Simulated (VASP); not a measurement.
Input of a VASP 6.6.1 run:

Contents of INCAR:

```
ALGO = Normal
EDIFF = 1E-7
EDIFFG = -0.008
ENCUT = 500
GGA_COMPAT = False
IBRION = 2
ISIF = 3
ISMEAR = 0
LASPH = True
LCHARG = False
LREAL = False
LWAVE = False
NELM = 120
NELMIN = 4
NSW = 70
PREC = Accurate
PSTRESS = 50.0
SIGMA = 0.02
```

KPOINTS

```
k-points
0
Gamma
  6 6 6
```

File POSCAR:

```
CsCdCl3
1.0
    4.9484710272      0.0000000000      0.0000000000
    0.0000000000      4.9484710272      0.0000000000
    0.0000000000      0.0000000000      4.9484710272
Cs Cd Cl
1 1 3
Direct
    0.0000000000      0.0000000000      0.0000000000
    0.5000000000      0.5000000000      0.5000000000
    0.0000000000      0.5000000000      0.5000000000
    0.5000000000      0.0000000000      0.5000000000
    0.5000000000      0.5000000000      0.0000000000
```

Potentials or basis: VASP PAW LDA potentials, release 64 (Cs_sv, Cd, Cl).

Run with:

```bash
$ cat potpaw_LDA.64/Cs_sv/POTCAR potpaw_LDA.64/Cd/POTCAR potpaw_LDA.64/Cl/POTCAR > POTCAR
$ mpirun -np 1 vasp_std > vasp.out
```

Predict the relaxed cell.

a = 4.968 Å, b = 4.968 Å, c = 4.968 Å, α = 90.00°, β = 90.00°, γ = 90.00°.

Estimate the relaxed volume.

24.52 Å³/atom.

Predict the band gap on the k mesh.

1.74 eV (least direct gap 2.73 eV).

Final structure:
```
Cs Cd Cl
1.0
     4.96757    0.00000    0.00000
     0.00000    4.96757    0.00000
     0.00000    0.00000    4.96757
Cs Cd Cl
1 1 3
Direct
  0.00000 0.00000 0.00000
  0.50000 0.50000 0.50000
  0.00000 0.50000 0.50000
  0.50000 0.00000 0.50000
  0.50000 0.50000 0.00000
```

Caveat: the cell is relaxed towards a set pressure, so the run minimises the enthalpy, not the energy; spin-orbit coupling is left out, which moves the levels of the heavy elements. A k mesh can miss the band edges.
